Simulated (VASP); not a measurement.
A run of VASP 6.6.1 is set up as follows.

INCAR

```
SYSTEM = Si16O
PREC = Accurate
ENCUT = 520
EDIFF = 1E-6
ISMEAR = 0
SIGMA = 0.05
LREAL = Auto
LASPH = .True.
NELM = 150
ALGO = Normal
ISIF = 2
LWAVE = .False.
LCHARG = .True.
ISPIN = 2
MAGMOM = 0 0 0 0 0 0 0 0 0 0 0 0 0 0 0 0 0
LORBIT = 11
GGA = PS
LELF = .True.
LVHAR = .True.
NBANDS = 53
```

File KPOINTS:

```
Automatic mesh
0
Gamma
  2 2 2
  0 0 0
```

The input POSCAR:

```
Si16O
1.0
    0.0000000000      5.4300000000      5.4300000000
    5.4300000000      0.0000000000      5.4300000000
    5.4300000000      5.4300000000      0.0000000000
Si O
16 1
Direct
   -0.0004816759      0.0041890424      0.0006925414
    0.1178465009      0.1312295580      0.1301973297
   -0.0078258748      0.0007877532      0.5059304788
    0.1244354512      0.1231531308      0.6261654696
    0.0320519337      0.5065480663     -0.0462104972
    0.1284025783      0.6302197053      0.1069432781
    0.0050759669      0.4971881215      0.4823232965
    0.1469015654      0.6293150092      0.5827035912
    0.4892653775     -0.0289370166      0.0594882136
    0.6251181400      0.1289209024      0.1383641805
    0.4988408840     -0.0003219153      0.5140546961
    0.6179466851      0.0812470534      0.6864231123
    0.5020437385      0.5046755985     -0.0192069061
    0.6615344383      0.6166184162      0.0768779006
    0.5057086556      0.4531902394      0.5444591160
    0.6292819521      0.6267856354      0.6109263352
    0.6677616943      0.4212406998      0.3096552486
```

Potentials or basis: VASP PAW PBE potentials, release 64 (Si, O).

Launch:

```bash
$ cat potpaw_PBE.64/Si/POTCAR potpaw_PBE.64/O/POTCAR > POTCAR
$ mpirun -np 1 vasp_std > vasp.out
```

What does it give for the net moment?

0.00 μB per cell.

Predict the band gap on the k mesh.

0.40 eV.

Predict the pressure.

2.4 GPa.

Stress tensor (GPa, compression positive):
```
 2.21  1.45 -1.28
 1.45  2.36 -0.81
-1.28 -0.81  2.56
```

Caveat: the k points lie up to 0.50 Å⁻¹ apart; the PAW data sets were made with another functional, which shifts forces and pressure a little.
